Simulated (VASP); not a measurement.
Si3C4: single point with PBE

Si3C4:

```
Si C
1.0
     3.00479   -0.00005    0.00001
    -1.50244    2.60215   -0.00003
     0.00005   -0.00008    8.89175
Si C
3 4
Direct
  0.99999 0.99998 0.50000
  0.66668 0.33337 0.17269
  0.33333 0.66664 0.82731
  0.00001 0.00007 0.08588
  0.33331 0.66662 0.62159
  0.00000 0.99994 0.91412
  0.66668 0.33337 0.37841
```

```
Program                : VASP 6.6.1
Task                   : single point
Functional             : PBE
Potentials or basis    : VASP PAW PBE potentials, release 64 (Si, C)
Cutoff                 : 520 eV
k mesh                 : 12 × 12 × 4
Occupations            : gaussian, width 0.2 eV
Spin                   : no spin polarisation
Dipole correction      : no
Further INCAR settings : ALGO = Normal; EDIFF = 1e-06; NBANDS = 23
```

```
Pressure               : 0.0 GPa
Largest force          : 0.045 eV/Å
Band gap on the k mesh : zero (band 14 reaches 9.46 eV, above the bottom of band 15 at 6.52 eV)
```

Forces on the atoms (eV/Å):
```
Si   0.000  0.000  0.001
Si   0.000  0.001 -0.004
Si   0.000 -0.001  0.003
C    0.001 -0.001  0.045
C    0.000  0.001  0.010
C   -0.001  0.002 -0.045
C    0.000 -0.001 -0.010
```

Stress tensor (GPa, compression positive):
```
-0.03  0.00  0.00
 0.00 -0.03  0.00
 0.00  0.00  0.13
```

Levels at points of the mesh, in eV from the Fermi level:
```csv
k point,band 11,band 12,band 13,band 14,band 15,band 16,band 17,band 18
"(0.00, 0.00, 0.00)",0.24,0.93,0.93,1.01,1.01,4.55,5.22,7.15
"(0.50, 0.00, 0.00)",-3.53,-1.95,-1.33,-1.31,0.82,2.45,3.43,4.34
"(0.00, 0.50, 0.00)",-3.53,-1.95,-1.33,-1.31,0.82,2.45,3.43,4.34
"(0.50, 0.50, 0.00)",-3.53,-1.95,-1.33,-1.31,0.82,2.45,3.43,4.34
"(0.00, 0.00, 0.50)",0.45,0.48,0.48,1.26,1.26,4.57,4.61,6.96
"(0.50, 0.00, 0.50)",-2.62,-2.23,-2.01,-0.79,0.46,2.03,2.77,5.09
"(0.00, 0.50, 0.50)",-2.62,-2.23,-2.01,-0.79,0.46,2.03,2.77,5.09
"(0.50, 0.50, 0.50)",-2.62,-2.23,-2.01,-0.79,0.46,2.03,2.77,5.09
```

Wall time 4.5 min on 1 thread of AMD EPYC 9R45 96-Core Processor (Zen 5), on a shared host, peak memory 0.42 GiB.
